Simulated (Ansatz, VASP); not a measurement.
**GeSb4Te7: VASP beside Ansatz**

Contents of INCAR:

```
PREC     = Accurate       # precision mode
ENCUT    = 520            # plane-wave cutoff, eV
EDIFF    = 1E-6           # SCF threshold, eV
ISMEAR   = -1             # smearing method
SIGMA    = 0.05           # smearing width, eV
LREAL    = False          # projectors in reciprocal space
LASPH    = True           # aspherical terms in the spheres
NELM     = 100            # most SCF steps
ALGO     = Normal         # electronic algorithm
ISIF     = 2              # what is computed and relaxed
LWAVE    = False          # write WAVECAR
LCHARG   = False          # write CHGCAR
GGA      = PS             # functional
NBANDS   = 50             # bands
```

KPOINTS

```
Automatic mesh
0
Gamma
  7 7 2
```

Contents of POSCAR:

```
GeSb4Te7
1.0
    4.2017389492      0.0000000000      0.0000000000
   -2.1008694746      3.6388126701      0.0000000000
    0.0000000000      0.0000000000     24.1348255192
Te Sb Ge
7 4 1
Direct
    0.0000000000      0.0000000000      0.2810217100
    0.0000000000      0.0000000000      0.0000000000
    0.3333333333      0.6666666667      0.5686057000
    0.6666666667      0.3333333333      0.4313943000
    0.0000000000      0.0000000000      0.7189782900
    0.6666666667      0.3333333333      0.1502681300
    0.3333333333      0.6666666667      0.8497318700
    0.6666666667      0.3333333333      0.6502485000
    0.3333333333      0.6666666667      0.0811013800
    0.3333333333      0.6666666667      0.3497515000
    0.6666666667      0.3333333333      0.9188986200
    0.0000000000      0.0000000000      0.5000000000
```

The input input.yaml:

```yaml
crystal:
  lattice:
    - [4.2017389492, 0.0, 0.0]
    - [-2.1008694746, 3.6388126701, 0.0]
    - [0.0, 0.0, 24.1348255192]
  atoms:
    - { symbol: Te, position: [0.0, 0.0, 0.28102171] }
    - { symbol: Te, position: [0.0, 0.0, 0.0] }
    - { symbol: Te, position: [0.3333333333, 0.6666666667, 0.5686057] }
    - { symbol: Te, position: [0.6666666667, 0.3333333333, 0.4313943] }
    - { symbol: Te, position: [0.0, 0.0, 0.71897829] }
    - { symbol: Te, position: [0.6666666667, 0.3333333333, 0.15026813] }
    - { symbol: Te, position: [0.3333333333, 0.6666666667, 0.84973187] }
    - { symbol: Sb, position: [0.6666666667, 0.3333333333, 0.6502485] }
    - { symbol: Sb, position: [0.3333333333, 0.6666666667, 0.08110138] }
    - { symbol: Sb, position: [0.3333333333, 0.6666666667, 0.3497515] }
    - { symbol: Sb, position: [0.6666666667, 0.3333333333, 0.91889862] }
    - { symbol: Ge, position: [0.0, 0.0, 0.5] }
hamiltonian:
  xc: pbesol
  pseudopotentials: { kind: paw }
kpoints:
  mp_grid: { grid: [7, 7, 2] }
scf:
  occupations: { method: fermi_dirac, width: 0.05 }
output:
  forces: true
  stress: true
  eigenvalues: true
  write_density: true
  write_potential: true
  elf: true
  volumetric_format: npy
```

Alike in both runs: task single point; functional PBEsol; k mesh 7 × 7 × 2; occupations fermi-dirac, width 0.05 eV; no spin polarisation.

|  | VASP | Ansatz |
| --- | --- | --- |
| version | VASP 6.6.1 | Ansatz 0.2.0 |
| potentials or method | VASP PAW PBE potentials, release 64 (Te, Sb, Ge_d) | Ansatz PAW |
| plane-wave cutoff (eV) | 520 | 420 |
| valence electrons in the cell | 76 | 186 |

Ansatz gave:

- gap on the k mesh at the Fermi level (eV): 0.34
- least direct gap on the mesh (eV): 0.34
- pressure (GPa): 1.6
- rms of the force components (eV/Å): 0.174

Q: What did VASP give for the same quantities?

A: gap on the k mesh at the Fermi level (eV): 0.33; least direct gap on the mesh (eV): 0.33; pressure (GPa): 1.7; rms of the force components (eV/Å): 0.193.

VASP's potentials were made for PBE, not for PBEsol. Atom by atom the forces differ by 0.020 eV/Å (rms over components). The functional is the same, so the differences come from potentials, cutoffs and numerics. VASP's potentials hold 76 valence electrons a cell and Ansatz's 186, so a difference there can come from the potentials and not from the codes.

Spin-orbit coupling is off throughout. Noted on Ansatz's run: odd divisions of the mesh miss points on the zone boundary, where band edges often lie, so the gap on the mesh can be too wide.
